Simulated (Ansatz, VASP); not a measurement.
CoO: VASP beside Ansatz

INCAR

```
PREC = Accurate
ENCUT = 700
EDIFF = 1E-6
ISMEAR = -1
SIGMA = 0.05
LREAL = F
LASPH = T
NELM = 200
ALGO = Normal
ISIF = 2
LWAVE = F
LCHARG = F
ISPIN = 2
MAGMOM = 1 0
LORBIT = 11
NUPDOWN = 1.0
LMAXMIX = 4
GGA = PE
NBANDS = 22
GGA_COMPAT = F
```

The input KPOINTS:

```
Automatic mesh
0
Gamma
  9 9 9
```

The input POSCAR:

```
CoO
1.0
    0.0000000000      2.1315000000      2.1315000000
    2.1315000000      0.0000000000      2.1315000000
    2.1315000000      2.1315000000      0.0000000000
Co O
1 1
Direct
    0.0000000000      0.0000000000      0.0000000000
    0.5000000000      0.5000000000      0.5000000000
```

The input input.yaml:

```yaml
crystal:
  lattice:
    - [0.0, 2.1315, 2.1315]
    - [2.1315, 0.0, 2.1315]
    - [2.1315, 2.1315, 0.0]
  atoms:
    - { symbol: Co, position: [0.0, 0.0, 0.0], spin: 1.0 }
    - { symbol: O, position: [0.5, 0.5, 0.5] }
hamiltonian:
  xc: pbe
  pseudopotentials: { kind: paw }
magnetization:
  spin_polarized: true
  initial_magnetization: 1.0
  spin_locking: { lock_magnetization: hard }
kpoints:
  mp_grid: { grid: [9, 9, 9] }
scf:
  occupations: { method: fermi_dirac, width: 0.05 }
  lower_state_search: "off"
output:
  forces: true
  stress: true
  eigenvalues: true
```

Alike in both runs: task single point; functional PBE; k mesh 9 × 9 × 9; occupations fermi-dirac, width 0.05 eV; collinear spin; fixed moment 1 μB.

|  | VASP | Ansatz |
| --- | --- | --- |
| version | VASP 6.6.1 | Ansatz 0.2.0 |
| potentials or method | VASP PAW PBE potentials, release 64 (Co_sv, O) | Ansatz PAW |
| plane-wave cutoff (eV) | 700 | 420 |
| valence electrons in the cell | 23 | 23 |

```tsv
	VASP	Ansatz	Ansatz less VASP
pressure (GPa)	-16.3	-15.4	+0.87
net moment per atom (μB)	0.50	0.50	0.000
size of the moment on the site where the two differ most (μB)	0.99	0.97	-0.019
```

Site moments also hang on the region over which each program counts them.
